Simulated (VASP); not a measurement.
A run of VASP 6.6.1 is set up as follows.

INCAR

```
  PREC = Accurate
  ENCUT = 600
  EDIFF = 1E-6
  ISMEAR = 0
  SIGMA = 0.1
  LREAL = False
  LASPH = True
  NELM = 100
  ALGO = Fast
  ISIF = 3
  LWAVE = False
  LCHARG = False
  GGA = CA
  IBRION = 2
  NSW = 100
  EDIFFG = -0.002
```

KPOINTS

```
Automatic mesh
0
Gamma
  14 14 14
```

POSCAR

```
Ca
1.0
    0.0000000000      2.6688037178      2.6688037178
    2.6688037178      0.0000000000      2.6688037178
    2.6688037178      2.6688037178      0.0000000000
Ca
1
Direct
    0.0000000000      0.0000000000      0.0000000000
```

Potentials or basis: VASP PAW LDA potentials, release 64 (Ca_sv).

Run with:

```bash
$ cat potpaw_LDA.64/Ca_sv/POTCAR > POTCAR
$ mpirun -np 1 vasp_std > vasp.out
```

Q: Estimate the band gap on the k mesh.

A: Zero (bands 5 and 6 overlap by 0.10 eV).

Q: Predict the relaxed cell.

A: a = 3.775 Å, b = 3.775 Å, c = 3.775 Å, α = 60.00°, β = 60.00°, γ = 60.00°.

Q: What does it give for the space group after relaxing (to 0.1 Å)?

A: Fm-3m (No. 225).

Q: Predict the relaxed volume.

A: 38.03 Å³/atom.

Final structure:
```yaml
crystal:
  lattice:
    - [0.00000, 2.66910, 2.66910]
    - [2.66910, 0.00000, 2.66910]
    - [2.66910, 2.66910, 0.00000]
  atoms:
    - { symbol: Ca, position: [0.00000, 0.00000, 0.00000] }
```
